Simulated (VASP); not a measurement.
Wanted: the native input for a VASP 6.6.1 run.

- Task: single point
- Functional: PBE
- Potentials or basis: VASP PAW PBE potentials, release 64 (H, Mo_sv)
- Cutoff: 520 eV
- k mesh: 5 × 5 × 5
- Occupations: gaussian, width 0.2 eV
- Spin: no spin polarisation
- Dipole correction: no
- Further INCAR settings: ALGO = Normal; EDIFF = 1e-06; NBANDS = 30

The structure of Mo3H lies in POSCAR:

```
Mo3H
1.0
    3.8898678550      0.0000000000      0.0000000000
    0.0000000000      3.8898678550      0.0000000000
    0.0000000000      0.0000000000      3.8898678550
H Mo
1 3
Direct
    0.5000000000      0.5000000000      0.5000000000
    0.0000000000      0.5000000000      0.5000000000
    0.5000000000      0.0000000000      0.5000000000
    0.5000000000      0.5000000000      0.0000000000
```

One way to write it, as run:

INCAR

```
SYSTEM = Mo3H
PREC = Accurate
ENCUT = 520
EDIFF = 1E-6
ISMEAR = 0
SIGMA = 0.2
LREAL = .False.
LASPH = .True.
NELM = 100
ALGO = Normal
ISIF = 2
LWAVE = .False.
LCHARG = .False.
GGA = PE
NBANDS = 30
```

KPOINTS

```
Automatic mesh
0
Gamma
  5 5 5
  0 0 0
```

Potentials or basis: VASP PAW PBE potentials, release 64 (H, Mo_sv).

Run with:

```sh
$ cat potpaw_PBE.64/H/POTCAR potpaw_PBE.64/Mo_sv/POTCAR > POTCAR
$ mpirun -np 1 vasp_std > vasp.out
```

Results of the run:

```json
{
 "Pressure": "0.4 GPa"
}
```

It took 19 s on 1 thread of Intel(R) Xeon(R) Platinum 8259CL CPU @ 2.50GHz (Skylake/Cascade Lake) (shared host), peak memory 0.17 GiB.
